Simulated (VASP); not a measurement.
Mg: single point with PBE

Mg:

```
Mg
1.0
     4.17113    0.00000    0.00000
     0.00000    4.17113    0.00000
     0.00000    0.00000    4.17113
Mg
3
Direct
  0.00000 0.50000 0.50000
  0.50000 0.00000 0.50000
  0.50000 0.50000 0.00000
```

```json
{
 "Program": "VASP 6.6.1",
 "Task": "single point",
 "Functional": "PBE",
 "Potentials or basis": "VASP PAW PBE potentials, release 64 (Mg)",
 "Cutoff": "520 eV",
 "k mesh": "4 × 4 × 4",
 "Occupations": "gaussian, width 0.1 eV",
 "Spin": "no spin polarisation"
}
```

The pressure is 5.0 GPa and the band gap on the k mesh is zero (band 3 reaches 4.61 eV, above the bottom of band 4 at 0.80 eV).

Levels at points of the mesh, in eV from the Fermi level:
```
           k point  band 1  band 2  band 3  band 4  band 5  band 6
(0.00, 0.00, 0.00)   -6.56    1.23    1.23    1.23    2.45    2.52
(0.50, 0.00, 0.00)   -4.90   -3.85    2.58    2.58    3.41    3.83
(0.50, 0.50, 0.00)   -3.24   -2.26   -2.26   -1.23    3.96    5.05
(0.50, 0.50, 0.50)   -1.82   -0.32   -0.32   -0.32   -0.06   -0.06
```

Run time: 5.9 s on 1 thread of Intel(R) Xeon(R) Platinum 8488C (Sapphire Rapids), on a shared host, peak memory 0.16 GiB.

Caveat: the k points lie up to 0.38 Å⁻¹ apart.
